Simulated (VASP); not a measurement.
# Ir (P6_3/mmc) in VASP: notebook

The runs below take Ir through single point, relaxation of cell and atoms, with LDA.

Everything below comes from runs of VASP 6.6.1. Logs are shortened: lines on timing, memory, paths and dates and some standing lists are left out, and cuts for length are marked.

## (1) The cell of the first run

It takes space group P6_3/mmc (No. 194, hexagonal). Conventional cell: a = 2.751 Å, b = 2.751 Å, c = 4.462 Å, α = 90.00°, β = 90.00°, γ = 120.00°. Within 3.6 Å of Ir (site symmetry -6m2) lie 12 Ir at 2.74 to 2.75 Å.

This isn't the form of Ir at room conditions, which is fcc.

## (2) Single point, LDA, non-collinear spin, zero start, spin-orbit coupling

Contents of INCAR:

```
PREC     = Accurate       # precision mode
ENCUT    = 520            # plane-wave cutoff, eV
EDIFF    = 1E-7           # SCF threshold, eV
ISMEAR   = -1             # smearing method
SIGMA    = 0.05           # smearing width, eV
LREAL    = False          # projectors in reciprocal space
LASPH    = True           # aspherical terms in the spheres
NELM     = 150            # most SCF steps
ALGO     = Normal         # electronic algorithm
ISIF     = 2              # what is computed and relaxed
LWAVE    = False          # write WAVECAR
LCHARG   = False          # write CHGCAR
LNONCOLLINEAR= True           # non-collinear magnetism
MAGMOM   = 0 0 0 0 0 0    # initial moments
LORBIT   = 11             # projections on sites
LSORBIT  = True           # spin-orbit coupling
GGA_COMPAT= False        
LORBMOM  = True         
LMAXMIX  = 4              # l up to which the mixer works
GGA      = CA             # functional
NBANDS   = 30             # bands
```

Contents of KPOINTS:

```
regular mesh
0
Gamma
  8 8 5
```

Contents of POSCAR:

```
Ir
1.0
    2.7513778946      0.0000000000      0.0000000000
   -1.3756889473      2.3827631521      0.0000000000
    0.0000000000      0.0000000000      4.4622900000
Ir
2
Direct
    0.3333333333      0.6666666667      0.2500000000
    0.6666666667      0.3333333333      0.7500000000
```

Potentials or basis: VASP PAW LDA potentials, release 64 (Ir).

Launch:

```console
$ cat potpaw_LDA.64/Ir/POTCAR > POTCAR
$ mpirun -np 1 vasp_ncl > vasp.out
```

OUTCAR:

```text
PREC = Accurate
   ENCUT = 520
   EDIFF = 1E-7
   ISMEAR = -1
   LREAL = False
   LASPH = True
   NELM = 150
   ISIF = 2
   LNONCOLLINEAR = True
   LORBIT = 11
   LSORBIT = True
   GGA = CA

 ion  position               nearest neighbor table
   1  0.333  0.667  0.250-   2 2.74   2 2.74   2 2.74   2 2.74   2 2.74   2 2.74
   2  0.667  0.333  0.750-   1 2.74   1 2.74   1 2.74   1 2.74   1 2.74   1 2.74

  LATTYP: Found a hexagonal cell.
 ALAT       =     2.7513778946
 C/A-ratio  =     1.6218382828

  Lattice vectors:

 A1 = (   2.7513778946,   0.0000000000,   0.0000000000)
 A2 = (  -1.3756889473,   2.3827631521,   0.0000000000)
 A3 = (   0.0000000000,   0.0000000000,   4.4622900000)

Analysis of symmetry for initial positions (statically):
=====================================================================
 Subroutine PRICEL returns:
 Original cell was already a primitive cell.

 Routine SETGRP: Setting up the symmetry group for a
 hexagonal supercell.

 Subroutine GETGRP returns: Found 24 space group operations
 (whereof 12 operations were pure point group operations)
 out of a pool of 24 trial point group operations.

The static configuration has the point symmetry D_3d.
 The point group associated with its full space group is D_6h.

Analysis of symmetry for dynamics (positions and initial velocities):
=====================================================================
 Subroutine PRICEL returns:
 Original cell was already a primitive cell.

 Routine SETGRP: Setting up the symmetry group for a
 hexagonal supercell.

 Subroutine GETGRP returns: Found 24 space group operations
 (whereof 12 operations were pure point group operations)
 out of a pool of 24 trial point group operations.

The dynamic configuration has the point symmetry D_3d.
 The point group associated with its full space group is D_6h.

Analysis of structural, dynamic, and magnetic symmetry:
=====================================================================
 Subroutine PRICEL returns:
 Original cell was already a primitive cell.

 Routine SETGRP: Setting up the symmetry group for a
 hexagonal supercell.

 Subroutine GETGRP returns: Found 24 space group operations
 (whereof 12 operations were pure point group operations)
 out of a pool of 24 trial point group operations.

[... 975 lines left out ...]
     -0.00000      1.58851      1.11557         0.000000      0.000000      0.000000
      1.37569      0.79425      3.34672        -0.000000     -0.000000      0.000000
 -----------------------------------------------------------------------------------
    total drift:                                0.000000     -0.000000      0.000000

  FREE ENERGIE OF THE ION-ELECTRON SYSTEM (eV)
  ---------------------------------------------------
  free  energy   TOTEN  =       -21.1623618855 eV

  energy  without entropy=      -21.1359488236  energy(sigma->0) =      -21.14915535

 orbital moment (x)

 # of ion     p       d       tot
 ----------------------------------------
  1         0.000  -0.000  -0.000
  2         0.000  -0.000  -0.000
 ----------------------------------------
            0.000  -0.000  -0.000

 orbital moment (y)

 # of ion     p       d       tot
 ----------------------------------------
  1         0.000   0.000   0.000
  2         0.000   0.000   0.000
 ----------------------------------------
            0.000   0.000   0.000

 orbital moment (z)

 # of ion     p       d       tot
 ----------------------------------------
  1         0.000   0.000   0.000
  2         0.000  -0.000  -0.000
 ----------------------------------------
            0.000  -0.000  -0.000

 Spin-Orbit-Coupling matrix elements

 Ion:    1  E_soc:     -0.8023288
 l=   1
     0.0000000    -0.0381189    -0.0387839
    -0.0381189     0.0000000    -0.0381189
    -0.0387839    -0.0381189     0.0000000
 l=   2
     0.0000000    -0.0201426     0.0000000    -0.0201426    -0.0764791
    -0.0201426     0.0000000    -0.0540756    -0.0209422    -0.0201426
     0.0000000    -0.0540756     0.0000000    -0.0540756     0.0000000
    -0.0201426    -0.0209422    -0.0540756     0.0000000    -0.0201426
    -0.0764791    -0.0201426     0.0000000    -0.0201426     0.0000000
 l=   3
     0.0000000     0.0000000     0.0000000     0.0000000     0.0000000     0.0000000     0.0000000
     0.0000000     0.0000000     0.0000000     0.0000000     0.0000000     0.0000000     0.0000000
     0.0000000     0.0000000     0.0000000     0.0000000     0.0000000     0.0000000     0.0000000
     0.0000000     0.0000000     0.0000000     0.0000000     0.0000000     0.0000000     0.0000000
     0.0000000     0.0000000     0.0000000     0.0000000     0.0000000     0.0000000     0.0000000
     0.0000000     0.0000000     0.0000000     0.0000000     0.0000000     0.0000000     0.0000000
     0.0000000     0.0000000     0.0000000     0.0000000     0.0000000     0.0000000     0.0000000

 Ion:    2  E_soc:     -0.8023288
 l=   1
     0.0000000    -0.0381189    -0.0387839
    -0.0381189     0.0000000    -0.0381189
    -0.0387839    -0.0381189     0.0000000
 l=   2
     0.0000000    -0.0201426     0.0000000    -0.0201426    -0.0764791
    -0.0201426     0.0000000    -0.0540756    -0.0209422    -0.0201426
     0.0000000    -0.0540756     0.0000000    -0.0540756     0.0000000
    -0.0201426    -0.0209422    -0.0540756     0.0000000    -0.0201426
    -0.0764791    -0.0201426     0.0000000    -0.0201426     0.0000000
 l=   3
     0.0000000     0.0000000     0.0000000     0.0000000     0.0000000     0.0000000     0.0000000
     0.0000000     0.0000000     0.0000000     0.0000000     0.0000000     0.0000000     0.0000000
     0.0000000     0.0000000     0.0000000     0.0000000     0.0000000     0.0000000     0.0000000
     0.0000000     0.0000000     0.0000000     0.0000000     0.0000000     0.0000000     0.0000000
     0.0000000     0.0000000     0.0000000     0.0000000     0.0000000     0.0000000     0.0000000
     0.0000000     0.0000000     0.0000000     0.0000000     0.0000000     0.0000000     0.0000000
     0.0000000     0.0000000     0.0000000     0.0000000     0.0000000     0.0000000     0.0000000

 total charge

# of ion       s       p       d       tot
------------------------------------------
    1        0.653   0.705   6.952   8.310
    2        0.653   0.705   6.952   8.310
--------------------------------------------------
tot          1.307   1.410  13.904  16.620

 magnetization (x)

# of ion       s       p       d       tot
------------------------------------------
    1        0.000   0.000   0.000   0.000
    2        0.000   0.000   0.000   0.000
--------------------------------------------------
tot          0.000   0.000   0.000   0.000

 magnetization (y)

# of ion       s       p       d       tot
------------------------------------------
    1        0.000  -0.000   0.000   0.000
    2        0.000   0.000   0.000   0.000
--------------------------------------------------
tot          0.000   0.000   0.000   0.000

 magnetization (z)

# of ion       s       p       d       tot
------------------------------------------
    1        0.000   0.000   0.000   0.000
    2        0.000   0.000   0.000   0.000
--------------------------------------------------
tot          0.000   0.000   0.000   0.000
```

Wall time 43 s (1 thread of Intel Xeon Platinum 8375C at 2.90GHz (Ice Lake), shared host); peak memory 0.19 GiB.

What came out:

| Item | Value |
| --- | --- |
| Free energy | -21.1624 eV |
| Pressure | -13.9 GPa |
| Net moment | 0.00 μB per cell |
| Valence electrons inside the program's atomic spheres | Ir 8.31 |

Moments on the atoms (μB; x, y, z):
```
Ir  0.00 0.00 0.00
Ir  0.00 0.00 0.00
```

Caveat: the cell stands under tension.

[end of part 1 of 2]
